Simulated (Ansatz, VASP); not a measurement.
## Si4P: VASP beside Ansatz

The input INCAR:

```
PREC = Accurate ; ENCUT = 600
EDIFF = 1E-6 ; ISMEAR = 0
SIGMA = 0.1 ; LREAL = F
LASPH = T ; NELM = 100
ALGO = Normal ; ISIF = 3
LWAVE = F ; LCHARG = F
GGA = PE ; IBRION = 2
NSW = 90 ; EDIFFG = -0.04
```

Contents of KPOINTS:

```
Automatic mesh
0
Gamma
  6 6 4
```

POSCAR

```
Si4P
1.0
    3.1719307600      0.0000000000      0.0000000000
    0.0066772200      3.8791819000      0.0000000000
    1.5789622400      1.2799880300      4.5629437700
Si P
4 1
Direct
    0.8888540300      0.6072760200      0.7080580000
    0.2926819900      0.2066040000      0.8889120200
    0.7073180100      0.7933960000      0.1110879800
    0.1111459700      0.3927239800      0.2919420000
    0.5000000000      0.0000000000      0.5000000000
```

Input for Ansatz:

```yaml
crystal:
  lattice:
    - [3.17193076, 0.0, 0.0]
    - [0.00667722, 3.8791819, 0.0]
    - [1.57896224, 1.27998803, 4.56294377]
  atoms:
    - { symbol: Si, position: [0.88885403, 0.60727602, 0.708058] }
    - { symbol: Si, position: [0.29268199, 0.206604, 0.88891202] }
    - { symbol: Si, position: [0.70731801, 0.793396, 0.11108798] }
    - { symbol: Si, position: [0.11114597, 0.39272398, 0.291942] }
    - { symbol: P, position: [0.5, 0.0, 0.5] }
basis:
  ecutwfc: 420
kpoints:
  mp_grid: { grid: [6, 6, 4] }
hamiltonian:
  xc: pbe
scf:
  occupations: { method: gaussian, width: 0.1 }
  lower_state_search: "off"
output:
  forces: true
  stress: true
  eigenvalues: true
relax:
  adjacent_minimum: "off"
  f_tol: 0.04
  max_steps: 70
  cell: { stress_tol: 0.4 }
```

Alike in both runs: task relaxation of cell and atoms; functional PBE; k mesh 6 × 6 × 4; occupations gaussian, width 0.1 eV; no spin polarisation.

```csv
,VASP,Ansatz
version,VASP 6.6.1,Ansatz 0.2.0
potentials or method,"VASP PAW PBE potentials, release 64 (Si, P), cutoff 600 eV","scalar-relativistic, plane waves, PAW"
valence electrons in the cell,21,21
```

```tsv
	VASP	Ansatz	Ansatz less VASP
gap on the k mesh at the Fermi level, each at its own relaxed structure (eV)	none	none	-
relaxed volume (Å³/atom)	15.89	15.88	-0.012
relaxed length of the cell vector where the two differ most in proportion (Å)	3.523	3.570	+0.0478
```

A gap of «none» marks a metal or a gap that the smearing closes.

Noted on VASP's run: the volume moved by over 15 % at a fixed basis, so the end points are rough.
